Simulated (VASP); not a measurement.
# PtS2 (P-3m1) in VASP: further runs, part 2 of 2

VASP 6.6.1.

### Step 3. Single point, PBE

This run uses another cell than the first one, of 17.53 Å³/atom, 1.021 times its volume.

Input file INCAR:

```
PREC = Accurate
ENCUT = 520
EDIFF = 1E-6
ISMEAR = -1
SIGMA = 0.05
LREAL = False
LASPH = True
NELM = 60
ALGO = Normal
ISIF = 2
LWAVE = False
LCHARG = True
GGA = PE
LELF = True
LVHAR = True
NBANDS = 18
```

Input file KPOINTS:

```
Automatic mesh
0
Gamma
  7 7 5
```

Input file POSCAR:

```
PtS2
1.0
    3.4953130487      0.0000000000      0.0000000000
   -1.7476565244      3.0270298944      0.0000000000
    0.0000000000      0.0000000000      4.9706997601
Pt S
1 2
Direct
    0.0000000000      0.0000000000      0.0000000000
    0.6666666667      0.3333333333      0.7730000000
    0.3333333333      0.6666666667      0.2270000000
```

Potentials or basis: VASP PAW PBE potentials, release 64 (Pt, S).

On the command line:

```
$ cat potpaw_PBE.64/Pt/POTCAR potpaw_PBE.64/S/POTCAR > POTCAR
$ mpirun -np 1 vasp_std > vasp.out
```

OUTCAR:

```text
PREC = Accurate
   ENCUT = 520
   EDIFF = 1E-6
   ISMEAR = -1
   LREAL = False
   LASPH = True
   NELM = 60
   ISIF = 2
   GGA = PE

 ion  position               nearest neighbor table
   1  0.000  0.000  0.000-   2 2.31   3 2.31   2 2.31   3 2.31   2 2.31   3 2.31
   2  0.667  0.333  0.773-   1 2.31   1 2.31   1 2.31
   3  0.333  0.667  0.227-   1 2.31   1 2.31   1 2.31

  LATTYP: Found a hexagonal cell.
 ALAT       =     3.4953130487
 C/A-ratio  =     1.4221043125

  Lattice vectors:

 A1 = (   3.4953130487,   0.0000000000,   0.0000000000)
 A2 = (  -1.7476565244,   3.0270298944,   0.0000000000)
 A3 = (   0.0000000000,   0.0000000000,   4.9706997601)

Analysis of symmetry for initial positions (statically):
=====================================================================
 Subroutine PRICEL returns:
 Original cell was already a primitive cell.

 Routine SETGRP: Setting up the symmetry group for a
 hexagonal supercell.

 Subroutine GETGRP returns: Found 12 space group operations
 (whereof 12 operations were pure point group operations)
 out of a pool of 24 trial point group operations.

The static configuration has the point symmetry D_3d.

Analysis of symmetry for dynamics (positions and initial velocities):
=====================================================================
 Subroutine PRICEL returns:
 Original cell was already a primitive cell.

 Routine SETGRP: Setting up the symmetry group for a
 hexagonal supercell.

 Subroutine GETGRP returns: Found 12 space group operations
 (whereof 12 operations were pure point group operations)
 out of a pool of 24 trial point group operations.

The dynamic configuration has the point symmetry D_3d.

 Subroutine INISYM returns: Found 12 space group operations
 (whereof 12 operations are pure point group operations),
[... 107 lines left out ...]
   TEBEG  =    0.0;   TEEND  =   0.0 temperature during run
   PSTRESS=    0.0 pullay stress
   NELECT =      22.0000    total number of electrons
   NUPDOWN=      -1.0000    fix difference up-down
   EMIN   =  10.00;   EMAX   =-10.00  energy-range for DOS
   EFERMI =   0.00;   METHOD = LEGACY
   ISMEAR =    -1;   SIGMA  =   0.05  broadening in eV -4-tet -1-fermi 0-gaus
   EFERMI_NEDOS =   21; number of points for ismear=-14 and -15
   IALGO  =     38    algorithm
   IMIX   =      4    mixing-type and parameters
     AMIX     =   0.40;   BMIX     =  1.00
     AMIX_MAG =   1.60;   BMIX_MAG =  1.00
  volume/ion in A,a.u.               =      17.53       118.30
  Fermi-wavevector in a.u.,A,eV,Ry     =   1.224359  2.313704 20.395897  1.499056
  Thomas-Fermi vector in A             =   2.359437
   LORBIT       =      0    0 simple, 1 ext, 2 COOP (PROOUT), +10 PAW based schemes
   GGA     = PE    functional components
   LHFCALC =     F    Hartree Fock is set to
   AEXX    =    0.0000 exact exchange contribution
   IVDW    =     0    specifies the selected vdW correction
   LEPSILON=     F    determine dielectric tensor
   LRPA    =     F    only Hartree local field effects (RPA)
 non-spin polarized calculation
  energy-cutoff  :      520.00
  volume of cell :       52.59
 maximum number of plane-waves:      1459
 NGX is ok and might be reduce to    28
   NGX = 13   NGY = 13   NGZ = 19

 number of electron      22.0000002 magnetization

 Free energy of the ion-electron system (eV)
  ---------------------------------------------------
  ext. energy  EPLUGINS =         0.00000000
  ---------------------------------------------------
  free energy    TOTEN  =       -15.06553806 eV

  energy without entropy =      -15.06553131  energy(sigma->0) =      -15.06553468

 E-fermi :   7.7979     XC(G=0): -10.7790

 val. band max:        7.3357780079   @ k =   0.0000   0.1429   0.2000
 cond. band min:       8.2657070172   @ k =   0.0000   0.2857   0.2000
 fundamental gap:      0.9299290093
 Fermi energy:         7.7979208581

 k-point     1 :       0.0000    0.0000    0.0000
  band No.  band energies     occupation
      1      -8.6264      2.00000
      2      -5.1174      2.00000
      3      -0.0815      2.00000
      4      -0.0815      2.00000
      5       0.0563      2.00000
      6       3.1060      2.00000
[... 481 lines left out ...]
      5       1.1968      2.00000
      6       2.3122      2.00000
[... 10 lines left out ...]
     17      17.1920      0.00000
     18      17.4094      0.00000

 [... further k-points ...]
[... 5 lines left out ...]
  --------------------------------------------------------------------------------------
  -------------------------------------------------------------------------------------
  Total        6.7639663      6.7639663      5.1339894     -0.0000000      0.0000000      0.0000000
  in kB      206.0590523    206.0590523    156.4030551     -0.0000000      0.0000000      0.0000000
  external PRESSURE =     189.5070533 kB  Pullay stress =       0.0000000 kB

 VOLUME and BASIS-vectors are now :
 -----------------------------------------------------------------------------
  energy-cutoff  :      520.00
  volume of cell :       52.59
      direct lattice vectors                 reciprocal lattice vectors
     3.495313049  0.000000000  0.000000000     0.286097407  0.165178415  0.000000000
    -1.747656524  3.027029894  0.000000000     0.000000000  0.330356830  0.000000000
     0.000000000  0.000000000  4.970699760     0.000000000  0.000000000  0.201178918

 POSITION                                       TOTAL-FORCE (eV/Angst)
 -----------------------------------------------------------------------------------
      0.00000      0.00000      0.00000        -0.000000     -0.000000      0.000000
      1.74766      1.00901      3.84235         0.000000     -0.000000     -1.886970
     -0.00000      2.01802      1.12835         0.000000      0.000000      1.886970
 -----------------------------------------------------------------------------------
    total drift:                                0.000000     -0.000000      0.000000

  FREE ENERGIE OF THE ION-ELECTRON SYSTEM (eV)
  ---------------------------------------------------
  free  energy   TOTEN  =       -15.0655380606 eV

  energy  without entropy=      -15.0655313088  energy(sigma->0) =      -15.06553468
```

stdout:

```text
POSCAR found type information on POSCAR PtS
 POSCAR found :  2 types and       3 ions
 scaLAPACK will be used
 LDA part: xc-table for (Slater+PW92), standard interpolation
 POSCAR, INCAR and KPOINTS ok, starting setup
 FFT: planning ... GRIDC
 FFT: planning ... GRID_SOFT
 FFT: planning ... GRID
 WAVECAR not read
 entering main loop
```

Wall time 30 s (1 thread of Intel Xeon Platinum 8259CL at 2.50GHz (Skylake/Cascade Lake), shared host); peak memory 0.19 GiB.

Results:

- Free energy: -15.0655 eV
- Pressure: 19.0 GPa
- Largest force: 1.887 eV/Å
- Band gap on the k mesh: 0.93 eV, indirect (least direct gap 1.22 eV)

Forces in eV/Å, atoms in the order of the input:
```
Pt   0.000  0.000  0.000
S    0.000  0.000 -1.887
S    0.000  0.000  1.887
```

Caveat: spin-orbit coupling is left out, which moves the levels of the heavy elements; forces of over 1 eV/Å act on the atoms, so gaps and moduli don't describe the material at rest. Expect the measured gap to be larger: semilocal functionals such as PBE lack the derivative discontinuity.

### Step 4. Single point, PBE

This run uses another cell than the first one, of 17.90 Å³/atom, 1.043 times its volume.

Input file INCAR:

```
SYSTEM = PtS2
  ALGO = Normal
  EDIFF = 1E-7
  ENCUT = 520
  GGA = PE
  ISIF = 2
  ISMEAR = -1
  LASPH = .True.
  LCHARG = .True.
  LELF = .True.
  LREAL = .False.
  LVHAR = .True.
  LWAVE = .False.
  NBANDS = 18
  NELM = 80
  PREC = Accurate
  SIGMA = 0.05
```

Input file KPOINTS:

```
k-points
0
Gamma
  7 7 5
  0 0 0
```

Input file POSCAR:

```
PtS2
1.0
    3.5194194177      0.0000000000      0.0000000000
   -1.7597097089      3.0479066223      0.0000000000
    0.0000000000      0.0000000000      5.0049815314
Pt S
1 2
Direct
    0.0000000000      0.0000000000      0.0000000000
    0.6666666667      0.3333333333      0.7730000000
    0.3333333333      0.6666666667      0.2270000000
```

Potentials or basis: VASP PAW PBE potentials, release 64 (Pt, S).

On the command line:

```
$ cat potpaw_PBE.64/Pt/POTCAR potpaw_PBE.64/S/POTCAR > POTCAR
$ mpirun -np 1 vasp_std > vasp.out
```

OUTCAR:

```text
SYSTEM = PtS2
   EDIFF = 1E-7
   ENCUT = 520
   GGA = PE
   ISIF = 2
   ISMEAR = -1
   LASPH = .True.
   LREAL = .False.
   NELM = 80
   PREC = Accurate

 ion  position               nearest neighbor table
   1  0.000  0.000  0.000-   2 2.33   3 2.33   2 2.33   3 2.33   2 2.33   3 2.33
   2  0.667  0.333  0.773-   1 2.33   1 2.33   1 2.33
   3  0.333  0.667  0.227-   1 2.33   1 2.33   1 2.33

  LATTYP: Found a hexagonal cell.
 ALAT       =     3.5194194177
 C/A-ratio  =     1.4221043125

  Lattice vectors:

 A1 = (   3.5194194177,   0.0000000000,   0.0000000000)
 A2 = (  -1.7597097089,   3.0479066223,   0.0000000000)
 A3 = (   0.0000000000,   0.0000000000,   5.0049815314)

Analysis of symmetry for initial positions (statically):
=====================================================================
 Subroutine PRICEL returns:
 Original cell was already a primitive cell.

 Routine SETGRP: Setting up the symmetry group for a
 hexagonal supercell.

 Subroutine GETGRP returns: Found 12 space group operations
 (whereof 12 operations were pure point group operations)
 out of a pool of 24 trial point group operations.

The static configuration has the point symmetry D_3d.

Analysis of symmetry for dynamics (positions and initial velocities):
=====================================================================
 Subroutine PRICEL returns:
 Original cell was already a primitive cell.

 Routine SETGRP: Setting up the symmetry group for a
 hexagonal supercell.

 Subroutine GETGRP returns: Found 12 space group operations
 (whereof 12 operations were pure point group operations)
 out of a pool of 24 trial point group operations.

The dynamic configuration has the point symmetry D_3d.

 Subroutine INISYM returns: Found 12 space group operations
 (whereof 12 operations are pure point group operations),
 and found     1 'primitive' translations
[... 107 lines left out ...]
   PSTRESS=    0.0 pullay stress
   NELECT =      22.0000    total number of electrons
   NUPDOWN=      -1.0000    fix difference up-down
   EMIN   =  10.00;   EMAX   =-10.00  energy-range for DOS
   EFERMI =   0.00;   METHOD = LEGACY
   ISMEAR =    -1;   SIGMA  =   0.05  broadening in eV -4-tet -1-fermi 0-gaus
   EFERMI_NEDOS =   21; number of points for ismear=-14 and -15
   IALGO  =     38    algorithm
   IMIX   =      4    mixing-type and parameters
     AMIX     =   0.40;   BMIX     =  1.00
     AMIX_MAG =   1.60;   BMIX_MAG =  1.00
  volume/ion in A,a.u.               =      17.90       120.77
  Fermi-wavevector in a.u.,A,eV,Ry     =   1.215973  2.297856 20.117450  1.478591
  Thomas-Fermi vector in A             =   2.351343
   LORBIT       =      0    0 simple, 1 ext, 2 COOP (PROOUT), +10 PAW based schemes
   GGA     = PE    functional components
   LHFCALC =     F    Hartree Fock is set to
   AEXX    =    0.0000 exact exchange contribution
   IVDW    =     0    specifies the selected vdW correction
   LEPSILON=     F    determine dielectric tensor
   LRPA    =     F    only Hartree local field effects (RPA)
 non-spin polarized calculation
  energy-cutoff  :      520.00
  volume of cell :       53.69
 maximum number of plane-waves:      1465
 NGX is ok and might be reduce to    28
   NGX = 13   NGY = 13   NGZ = 19

 number of electron      22.0000002 magnetization

 Free energy of the ion-electron system (eV)
  ---------------------------------------------------
  ext. energy  EPLUGINS =         0.00000000
  ---------------------------------------------------
  free energy    TOTEN  =       -15.18113858 eV

  energy without entropy =      -15.18113037  energy(sigma->0) =      -15.18113448

 E-fermi :   7.4801     XC(G=0): -10.6751

 val. band max:        7.0269812597   @ k =   0.0000   0.1429   0.2000
 cond. band min:       7.9380878764   @ k =   0.0000   0.2857   0.2000
 fundamental gap:      0.9111066166
 Fermi energy:         7.4801124101

 k-point     1 :       0.0000    0.0000    0.0000
  band No.  band energies     occupation
      1      -8.7240      2.00000
      2      -5.3519      2.00000
      3      -0.1915      2.00000
      4      -0.1915      2.00000
      5      -0.0627      2.00000
      6       2.9312      2.00000
[... 481 lines left out ...]
      5       1.0251      2.00000
      6       2.1434      2.00000
[... 10 lines left out ...]
     17      16.8625      0.00000
     18      17.0472      0.00000

 [... further k-points ...]
[... 5 lines left out ...]
  --------------------------------------------------------------------------------------
  -------------------------------------------------------------------------------------
  Total        5.3056771      5.3056771      4.2674180     -0.0000000      0.0000000      0.0000000
  in kB      158.3347491    158.3347491    127.3504847     -0.0000000      0.0000000      0.0000000
  external PRESSURE =     148.0066610 kB  Pullay stress =       0.0000000 kB

 VOLUME and BASIS-vectors are now :
 -----------------------------------------------------------------------------
  energy-cutoff  :      520.00
  volume of cell :       53.69
      direct lattice vectors                 reciprocal lattice vectors
     3.519419418  0.000000000  0.000000000     0.284137774  0.164047020  0.000000000
    -1.759709709  3.047906622  0.000000000     0.000000000  0.328094041  0.000000000
     0.000000000  0.000000000  5.004981531     0.000000000  0.000000000  0.199800937

 POSITION                                       TOTAL-FORCE (eV/Angst)
 -----------------------------------------------------------------------------------
      0.00000      0.00000      0.00000         0.000000      0.000000     -0.000000
      1.75971      1.01597      3.86885        -0.000000     -0.000000     -1.536583
     -0.00000      2.03194      1.13613         0.000000      0.000000      1.536583
 -----------------------------------------------------------------------------------
    total drift:                                0.000000     -0.000000      0.000000

  FREE ENERGIE OF THE ION-ELECTRON SYSTEM (eV)
  ---------------------------------------------------
  free  energy   TOTEN  =       -15.1811385838 eV

  energy  without entropy=      -15.1811303706  energy(sigma->0) =      -15.18113448
```

Run time: 36 s. Hardware: 1 thread of Intel Xeon Platinum 8259CL at 2.50GHz (Skylake/Cascade Lake), shared host; peak memory 0.19 GiB.

What came out:

```yaml
Free_energy: -15.1811 eV
Pressure: 14.8 GPa
Largest_force: 1.537 eV/Å
Band_gap_on_the_k_mesh: 0.91 eV, indirect (least direct gap 1.20 eV)
```

Forces in eV/Å, atoms in the order of the input:
```
Pt   0.000  0.000  0.000
S    0.000  0.000 -1.537
S    0.000  0.000  1.537
```

Levels at points of the mesh, in eV from the valence-band top:
```csv
k point,band 8,band 9,band 10,band 11,band 12,band 13,band 14,band 15
"(0.00, 0.00, 0.00)",-1.83,-1.16,-1.16,-0.14,2.52,2.52,4.77,5.94
```

Caveat: spin-orbit coupling is left out, which moves the levels of the heavy elements; forces of over 1 eV/Å act on the atoms, so gaps and moduli don't describe the material at rest.

### Step 5. The runs side by side

```csv
cell,gap on the mesh (eV),pressure (GPa),largest force (eV/Å)
"a = 3.471, b = 3.471, c = 4.936 Å, angles 90.0, 90.0, 120.0°, 3 atoms",0.95,23.6,2.27
"a = 3.495, b = 3.495, c = 4.971 Å, angles 90.0, 90.0, 120.0°, 3 atoms",0.93,19.0,1.89
"a = 3.519, b = 3.519, c = 5.005 Å, angles 90.0, 90.0, 120.0°, 3 atoms",0.91,14.8,1.54
```

Alike in all rows: task single point; level PBE; potentials or basis VASP PAW PBE potentials, release 64 (Pt, S); no spin polarisation; k mesh 7 × 7 × 5; cutoff (eV) 520; smearing fermi-dirac 0.05 eV.

Caveats: spin-orbit coupling is left out, which moves the levels of the heavy elements; forces of over 1 eV/Å act on the atoms, so gaps and moduli don't describe the material at rest.

Absolute energies hang on the potentials; compare differences alone.
